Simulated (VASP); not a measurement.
Input of a VASP 6.6.1 run:

File INCAR:

```
ALGO     = Normal         # electronic algorithm
EDIFF    = 1E-6           # SCF threshold, eV
ENCUT    = 520            # plane-wave cutoff, eV
GGA      = PE             # functional
ISIF     = 2              # what is computed and relaxed
ISMEAR   = 0              # smearing method
LASPH    = True           # aspherical terms in the spheres
LCHARG   = False          # write CHGCAR
LREAL    = False          # projectors in reciprocal space
LWAVE    = False          # write WAVECAR
NBANDS   = 15             # bands
NELM     = 80             # most SCF steps
PREC     = Accurate       # precision mode
SIGMA    = 0.02           # smearing width, eV
```

The input KPOINTS:

```
k-points
0
Gamma
  6 6 6
```

The input POSCAR:

```
KI
1.0
    0.0000000000      3.5519355595      3.5519355595
    3.5519355595      0.0000000000      3.5519355595
    3.5519355595      3.5519355595      0.0000000000
K I
1 1
Direct
    0.0000000000      0.0000000000      0.0000000000
    0.5000000000      0.5000000000      0.5000000000
```

Potentials or basis: VASP PAW PBE potentials, release 64 (K_sv, I).

Launch:

```bash
$ cat potpaw_PBE.64/K_sv/POTCAR potpaw_PBE.64/I/POTCAR > POTCAR
$ mpirun -np 1 vasp_std > vasp.out
```

(1) Estimate the pressure.

(2) Predict the band gap on the k mesh.

Results:

(1) 0.4 GPa.

(2) 3.93 eV, direct.

Caveat: spin-orbit coupling is left out, which moves the levels of the heavy elements.
